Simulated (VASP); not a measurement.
Here is a VASP 6.6.1 calculation.

Contents of INCAR:

```
ALGO = Normal ; EDIFF = 1E-7
EDIFFG = -0.04 ; ENCUT = 600
GGA = PE ; IBRION = 2
ISIF = 3 ; ISMEAR = 0
LASPH = True ; LCHARG = False
LREAL = False ; LWAVE = False
NELM = 80 ; NSW = 90
PREC = Accurate ; SIGMA = 0.1
```

KPOINTS

```
k-points
0
Gamma
  6 6 6
```

The input POSCAR:

```
TeF
1.0
    0.0000000000      2.7942543000      3.0917318000
    2.6340740800      0.0000000000      3.0917318000
    2.6340740800      2.7942543000      0.0000000000
Te F
1 1
Direct
    0.0000000000      0.0000000000      0.0000000000
    0.5000000000      0.5000000000      0.5000000000
```

Potentials or basis: VASP PAW PBE potentials, release 64 (Te, F).

Launch:

```console
$ cat potpaw_PBE.64/Te/POTCAR potpaw_PBE.64/F/POTCAR > POTCAR
$ mpirun -np 1 vasp_std > vasp.out
```

Question: Estimate the space group after relaxing (to 0.05 Å).

Answer: Fmmm (No. 69).

Question: Estimate the relaxed cell.

Answer: a = 4.858 Å, b = 4.086 Å, c = 4.020 Å, α = 73.64°, β = 53.80°, γ = 52.56°.

Question: Estimate the relaxed volume.

Answer: 25.37 Å³/atom.

Final structure:
```
Te F
1.0
     0.00000    3.39589    3.47340
     2.15100    0.00000    3.47340
     2.15100    3.39589    0.00000
Te F
1 1
Direct
  0.00000 0.00000 0.00000
  0.50000 0.50000 0.50000
```

Caveat: an odd number of electrons without spin polarisation forces a metal; a magnetic or distorted state may lie lower.
